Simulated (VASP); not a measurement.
Crystal: Zr2B.

```
CELL_PARAMETERS angstrom
3.23844 0.00000 0.00000
0.00000 3.23844 0.00000
0.00000 0.00000 6.61808
ATOMIC_POSITIONS crystal
Zr 0.50000 0.00000 0.36924
Zr 0.00000 0.50000 0.63076
Zr 0.50000 0.50000 0.00000
Zr 0.00000 0.00000 0.00000
B 0.00000 0.50000 0.27315
B 0.50000 0.00000 0.72685
```

The cell was generated, and may not be a known phase.

```yaml
Program: VASP 6.6.1
Task: relaxation of cell and atoms
Functional: PBE
Potentials_or_basis: VASP PAW PBE potentials, release 64 (Zr_sv, B)
Cutoff: 600 eV
k_mesh: 6 × 6 × 4
Occupations: gaussian, width 0.1 eV
Spin: no spin polarisation
```

At the start: pressure 99.3 GPa; volume 11.57 Å³/atom.

**Question.** Where does the relaxation end?

**Answer.** Over 13 steps the energy falls by 1253.1 meV/atom and the volume is 16.74 Å³/atom (+44.7 %); space group P4/nmm (No. 129, to 0.1 Å) before and after.

The path:
| step | energy change (eV) | largest force (eV/Å) | pressure (GPa) | volume (Å³) |
| --- | --- | --- | --- | --- |
| 1 | 0.0000 | 0.8554 | 99.32 | 69.41 |
| 2 | 0.6524 | 0.1367 | -24.96 | 168.71 |
| 3 | -7.3657 | 0.3843 | -5.30 | 104.74 |
| 4 | -7.4206 | 0.3804 | -2.24 | 102.10 |
| 5 | -7.4282 | 0.3760 | -0.54 | 100.77 |
| 6 | -7.5082 | 0.1499 | 0.21 | 100.26 |
| 7 | -7.5156 | 0.1035 | 0.57 | 100.03 |
| 8 | -7.5156 | 0.1111 | 0.60 | 100.01 |
| 9 | -7.5169 | 0.0797 | -0.49 | 100.85 |
| 10 | -7.5172 | 0.0885 | -0.17 | 100.60 |
| 11 | -7.5180 | 0.0578 | -0.10 | 100.54 |
| 12 | -7.5185 | 0.0567 | 0.04 | 100.43 |
| 13 | -7.5188 | 0.0279 | -0.01 | 100.46 |

Final structure:
```xyz
6
Lattice="3.7841 0.0000 0.0000 0.0000 3.7841 0.0000 0.0000 0.0000 7.0161" Properties=species:S:1:pos:R:3 pbc="T T T"
Zr    1.8920    0.0000    2.5897
Zr    3.7841    1.8920    4.4264
Zr    1.8920    1.8920    0.0000
Zr    3.7841    0.0000    0.0000
B     0.0000    1.8920    1.9072
B     1.8920    0.0000    5.1088
```

Caveat: the volume moved by over 15 % at a fixed basis, so the end points are rough.
